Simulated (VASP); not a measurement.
Write the native input for VASP 6.6.1 that does the following.

```yaml
Task: single point
Functional: PBE
Potentials_or_basis: VASP PAW PBE potentials, release 64 (Zn, Ge_d, N)
Cutoff: 520 eV
k_mesh: 3 × 3 × 4
Occupations: gaussian, width 0.1 eV
Spin: no spin polarisation
Dipole_correction: no
Further_INCAR_settings: ALGO = Normal; EDIFF = 1e-07; NBANDS = 32
```

The structure of Zn2GeN2 lies in POSCAR:

```
Zn2GeN2
1.0
    4.5657026625      0.0000000000      0.0000000000
   -2.2828513313      3.9540144919      0.0000000000
    0.0000000000      0.0000000000      9.4906936267
Zn Ge N
2 1 2
Direct
    0.3333333333      0.6666666667      0.4685488887
    0.6666666667      0.3333333333      0.5314511113
    0.0000000000      0.0000000000      0.5000000000
    0.0000000000      0.0000000000      0.9419317052
    0.0000000000      0.0000000000      0.0580682948
```

The cell was generated, and may not be a known phase.

The input as run:

INCAR

```
SYSTEM = Zn2GeN2
  PREC = Accurate
  ENCUT = 520
  EDIFF = 1E-7
  ISMEAR = 0
  SIGMA = 0.1
  LREAL = .FALSE.
  LASPH = .TRUE.
  NELM = 60
  ALGO = Normal
  ISIF = 2
  LWAVE = .FALSE.
  LCHARG = .FALSE.
  GGA = PE
  NBANDS = 32
```

KPOINTS

```
Automatic mesh
0
G
  3 3 4
  0 0 0
```

Potentials or basis: VASP PAW PBE potentials, release 64 (Zn, Ge_d, N).

Run with:

```bash
$ cat potpaw_PBE.64/Zn/POTCAR potpaw_PBE.64/Ge_d/POTCAR potpaw_PBE.64/N/POTCAR > POTCAR
$ mpirun -np 1 vasp_std > vasp.out
```

Results of the run:

The pressure is 0.6 GPa and the largest force is 1.767 eV/Å. The band gap on the k mesh is zero (bands 24 and 25 overlap by 0.73 eV).

Caveat: the k points lie up to 0.53 Å⁻¹ apart, too coarse for converged energies and pressures of a metal; the standard files for N, O and F lose accuracy on very short bonds; forces of over 1 eV/Å act on the atoms, so gaps and moduli don't describe the material at rest.

Wall time 69 s on 1 thread of Intel Xeon 8259CL, on a shared host, peak memory 0.31 GiB.
